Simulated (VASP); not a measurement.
Runs of VASP 6.6.1 on Na. The structure is that of space group Fm-3m (No. 225), or close to it. The cells are those of the table. 

| cell | gap on the mesh (eV) | pressure (GPa) |
| --- | --- | --- |
| a = 3.967 Å, angles 60.0°, 1 atom | none | -0.6 |
| a = 3.715 Å, angles 60.0°, 1 atom | none | (b) |
| a = 3.919 Å, angles 60.0°, 1 atom | none | (a) |
| a = 3.870 Å, angles 60.0°, 1 atom | none | -0.2 |
| a = 3.820 Å, angles 60.0°, 1 atom | none | 0.0 |

Alike in all rows: task single point; level revPBE; potentials or basis VASP PAW PBE potentials, release 64 (Na_pv); no spin polarisation; k mesh 17 × 17 × 17; cutoff (eV) 520; smearing fermi-dirac 0.1 eV.

**Question.** Fill in the values left out.

**Answer.** (a) -0.5; (b) 0.7.

Caveats: the PAW data sets were made with another functional, which shifts forces and pressure a little.

A gap of «none» marks levels without a gap at the run's occupations.
